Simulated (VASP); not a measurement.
Set up this calculation in VASP 6.6.1, as the native input.

| Item | Value |
| --- | --- |
| Task | single point |
| Functional | r2SCAN |
| Potentials or basis | VASP PAW PBE potentials, release 64 (Zn, S) |
| Cutoff | 520 eV |
| k mesh | 9 × 9 × 4 |
| Occupations | gaussian, width 0.01 eV |
| Spin | no spin polarisation |
| Dipole correction | no |
| Further INCAR settings | ALGO = Normal; EDIFF = 1e-07; NBANDS = 26 |

Crystal: ZnS.

```
Zn S
1.0
     3.80696    0.00000    0.00000
    -1.90348    3.29692    0.00000
     0.00000    0.00000    6.24663
Zn S
2 2
Direct
  0.33333 0.66667 0.94379
  0.66667 0.33333 0.44379
  0.33333 0.66667 0.43121
  0.66667 0.33333 0.93121
```

This cell differs from its parent crystal: atoms displaced along a vibrational mode.

The input as run:

POSCAR

```
ZnS
1.0
    3.8069588183      0.0000000000      0.0000000000
   -1.9034794091      3.2969230478      0.0000000000
    0.0000000000      0.0000000000      6.2466339621
Zn S
2 2
Direct
    0.3333333333      0.6666666667     -0.0562144783
    0.6666666667      0.3333333333      0.4437855217
    0.3333333333      0.6666666667      0.4312144783
    0.6666666667      0.3333333333      0.9312144783
```

INCAR.step1

```
PREC = Accurate
ENCUT = 520
ISMEAR = 0
SIGMA = 0.01
LREAL = False
LASPH = True
NELM = 60
NBANDS = 26
GGA = PE
ALGO = Normal
EDIFF = 1E-4
LWAVE = True
LCHARG = False
```

INCAR.step2

```
PREC = Accurate
ENCUT = 520
EDIFF = 1E-7
ISMEAR = 0
SIGMA = 0.01
LREAL = False
LASPH = True
NELM = 60
ALGO = Normal
ISIF = 2
LWAVE = False
LCHARG = True
METAGGA = R2SCAN
LMIXTAU = True
LELF = True
LVHAR = True
NBANDS = 26
ISTART = 1
```

KPOINTS

```
regular mesh
0
Gamma
  9 9 4
```

Potentials or basis: VASP PAW PBE potentials, release 64 (Zn, S).

Launch:

```console
$ cat potpaw_PBE.64/Zn/POTCAR potpaw_PBE.64/S/POTCAR > POTCAR
$ cp INCAR.step1 INCAR
$ mpirun -np 1 vasp_std > vasp.out
$ cp INCAR.step2 INCAR
$ mpirun -np 1 vasp_std > vasp.out
```

It gave:

```yaml
Pressure: 5.6 GPa
Largest_force: 0.216 eV/Å
Band_gap_on_the_k_mesh: 3.12 eV
```

Caveat: the cell differs from its parent crystal (atoms displaced along a vibrational mode); the cell stands under pressure; the PAW data sets were made with another functional, which shifts forces and pressure a little; an odd mesh through Γ misses points on the zone boundary, where band edges can lie.

Wall time 120 s on 1 thread of Intel(R) Xeon(R) 6975P-C (Granite Rapids) (shared host), peak memory 0.23 GiB.
